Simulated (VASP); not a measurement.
Input of a VASP 6.6.1 run:

INCAR

```
SYSTEM = Au
PREC     = Accurate       ! precision mode
ENCUT    = 520            ! plane-wave cutoff, eV
EDIFF    = 1E-6           ! SCF threshold, eV
ISMEAR   = -1             ! smearing method
SIGMA    = 0.05           ! smearing width, eV
LREAL    = .FALSE.        ! projectors in reciprocal space
LASPH    = .TRUE.         ! aspherical terms in the spheres
NELM     = 80             ! most SCF steps
ALGO     = Normal         ! electronic algorithm
ISIF     = 2              ! what is computed and relaxed
LWAVE    = .FALSE.        ! write WAVECAR
LCHARG   = .FALSE.        ! write CHGCAR
GGA      = PS             ! functional
NBANDS   = 18             ! bands
```

KPOINTS

```
regular mesh
0
G
  11 11 6
  0 0 0
```

Contents of POSCAR:

```
Au
1.0
    2.8687944942      0.0000000000      0.0000000000
   -1.4343972471      2.4844489102      0.0000000000
    0.0000000000      0.0000000000      4.7766283982
Au
2
Direct
    0.6666666667      0.3333333333      0.2500000000
    0.3333333333      0.6666666667      0.7500000000
```

Potentials or basis: VASP PAW PBE potentials, release 64 (Au).

Launch:

```console
$ cat potpaw_PBE.64/Au/POTCAR > POTCAR
$ mpirun -np 1 vasp_std > vasp.out
```

Problem. Estimate the band gap on the k mesh.

Solution. Zero (bands 11 and 12 overlap by 6.35 eV).

Problem. Estimate the pressure.

Solution. -0.3 GPa.

Caveat: the PAW data sets were made with another functional, which shifts forces and pressure a little; spin-orbit coupling is left out, which moves the levels of the heavy elements.
